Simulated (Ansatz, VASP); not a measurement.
Na in VASP and in Ansatz

```
CELL_PARAMETERS angstrom
7.37405 -1.47481 -1.47481
-1.47481 7.37405 -1.47481
-1.47481 -1.47481 7.37405
ATOMIC_POSITIONS crystal
Na 0.00000 0.00000 0.00000
```

Alike in both runs: task single point; functional PBEsol; k mesh 8 × 8 × 8; occupations gaussian, width 0.15 eV; no spin polarisation.

|  | VASP | Ansatz |
| --- | --- | --- |
| version | VASP 6.6.1 | Ansatz 0.2.0 |
| potentials or method | VASP PAW PBE potentials, release 64 (Na_pv), cutoff 520 eV | scalar-relativistic, plane waves, PAW |
| valence electrons in the cell | 7 | 9 |

```tsv
	VASP	Ansatz	Ansatz less VASP
gap on the k mesh at the Fermi level (eV)	none	none	-
pressure (GPa)	-0.1	-0.1	0.00
```

VASP's potentials were made for PBE, not for PBEsol. A gap of «none» marks a metal or a gap that the smearing closes. VASP's potentials hold 7 valence electrons a cell and Ansatz's 9, so a difference there can come from the potentials and not from the codes.
